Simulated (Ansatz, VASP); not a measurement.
**Two plane-wave programs on MgO**

File INCAR:

```
ALGO = Normal
EDIFF = 1E-6
EDIFFG = -0.04
ENCUT = 600
GGA = PE
IBRION = 2
ISIF = 3
ISMEAR = 0
LASPH = True
LCHARG = False
LREAL = False
LWAVE = False
NELM = 80
NSW = 90
PREC = Accurate
SIGMA = 0.1
```

KPOINTS

```
k-points
0
Gamma
  4 6 6
```

Contents of POSCAR:

```
MgO
1.0
    6.2001982200      0.0000000000      0.0000000000
    0.0000000000      3.5303118600      0.0000000000
    0.0000000000      0.0000000000      3.3427267700
Mg O
4 4
Direct
    0.7500000000      0.0000000000      0.3554073800
    0.0000000000      0.5000000000      0.0000000000
    0.2500000000      0.0000000000      0.6445926200
    0.5000000000      0.5000000000      0.0000000000
    0.7500000000      0.5000000000      0.6445926200
    0.0000000000      0.0000000000      0.0000000000
    0.2500000000      0.5000000000      0.3554073800
    0.5000000000      0.0000000000      0.0000000000
```

Input for Ansatz:

```yaml
crystal:
  lattice:
    - [6.20019822, 0.0, 0.0]
    - [0.0, 3.53031186, 0.0]
    - [0.0, 0.0, 3.34272677]
  atoms:
    - { symbol: Mg, position: [0.75, 0.0, 0.35540738] }
    - { symbol: Mg, position: [0.0, 0.5, 0.0] }
    - { symbol: Mg, position: [0.25, 0.0, 0.64459262] }
    - { symbol: Mg, position: [0.5, 0.5, 0.0] }
    - { symbol: O, position: [0.75, 0.5, 0.64459262] }
    - { symbol: O, position: [0.0, 0.0, 0.0] }
    - { symbol: O, position: [0.25, 0.5, 0.35540738] }
    - { symbol: O, position: [0.5, 0.0, 0.0] }
basis:
  ecutwfc: 420
kpoints:
  mp_grid: { grid: [4, 6, 6] }
hamiltonian:
  xc: pbe
scf:
  occupations: { method: gaussian, width: 0.1 }
  lower_state_search: "off"
output:
  forces: true
  stress: true
  eigenvalues: true
relax:
  adjacent_minimum: "off"
  f_tol: 0.04
  max_steps: 70
  cell: { stress_tol: 0.4 }
```

Alike in both runs: task relaxation of cell and atoms; functional PBE; k mesh 4 × 6 × 6; occupations gaussian, width 0.1 eV; no spin polarisation.

|  | VASP | Ansatz |
| --- | --- | --- |
| version | VASP 6.6.1 | Ansatz 0.2.0 |
| potentials or method | VASP PAW PBE potentials, release 64 (Mg, O), cutoff 600 eV | scalar-relativistic, plane waves, PAW |
| valence electrons in the cell | 32 | 64 |

|  | VASP | Ansatz | Ansatz less VASP |
| --- | --- | --- | --- |
| gap on the k mesh at the Fermi level, each at its own relaxed structure (eV) | 4.51 | 4.46 | -0.046 |
| relaxed volume (Å³/atom) | 9.55 | 9.62 | +0.064 |
| relaxed length of the cell vector where the two differ most in proportion (Å) | 4.229 | 4.248 | +0.0194 |

VASP's potentials hold 32 valence electrons a cell and Ansatz's 64, so a difference there can come from the potentials and not from the codes.
